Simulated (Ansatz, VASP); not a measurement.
## HCl in VASP and in Ansatz

INCAR

```
SYSTEM = HCl
  PREC = Accurate
  ENCUT = 520
  EDIFF = 1E-7
  ISMEAR = 0
  SIGMA = 0.15
  LREAL = .False.
  LASPH = .True.
  NELM = 100
  ALGO = Normal
  ISIF = 2
  LWAVE = .False.
  LCHARG = .False.
  GGA = CA
  NBANDS = 11
```

KPOINTS

```
regular mesh
0
Gamma
  16 16 16
  0 0 0
```

File POSCAR:

```
HCl
1.0
    0.0000000000      2.6750000000      2.8550000000
    2.2635000000      0.0000000000      2.8550000000
    2.2635000000      2.6750000000      0.0000000000
H Cl
1 1
Direct
    0.0000000000      0.0000000000      0.0000000000
    0.5000000000      0.5000000000      0.5000000000
```

Input for Ansatz:

```yaml
crystal:
  lattice:
    - [0.0, 2.675, 2.855]
    - [2.2635, 0.0, 2.855]
    - [2.2635, 2.675, 0.0]
  atoms:
    - { symbol: H, position: [0.0, 0.0, 0.0] }
    - { symbol: Cl, position: [0.5, 0.5, 0.5] }
basis:
  ecutwfc: 420
kpoints:
  mp_grid: { grid: [16, 16, 16] }
hamiltonian:
  xc: lda
scf:
  occupations: { method: gaussian, width: 0.15 }
output:
  forces: true
  stress: true
  eigenvalues: true
```

Change from the starting cell: strain -0.1000 x Voigt [1, 0, 0, 0, 0, 0], atoms carried along.

Alike in both runs: task single point; functional LDA; k mesh 16 × 16 × 16; occupations gaussian, width 0.15 eV; no spin polarisation.

|  | VASP | Ansatz |
| --- | --- | --- |
| version | VASP 6.6.1 | Ansatz 0.2.0 |
| potentials or method | VASP PAW LDA potentials, release 64 (H, Cl), cutoff 520 eV | scalar-relativistic, plane waves, PAW |
| valence electrons in the cell | 8 | 8 |

VASP gave:

| Property | Result |
| --- | --- |
| gap on the k mesh at the Fermi level (eV) | none |
| pressure (GPa) | -12.4 |
| traceless stress, the component that is largest in VASP (GPa) | -12.27 |

Question: What did Ansatz give for the same quantities?

Answer: gap on the k mesh at the Fermi level (eV): none; pressure (GPa): -12.3; traceless stress, the component that is largest in VASP (GPa): -12.26.

LDA's correlation is that of Perdew and Zunger in VASP and of Perdew and Wang (1992) in Ansatz. A gap of «none» marks a metal or a gap that the smearing closes.
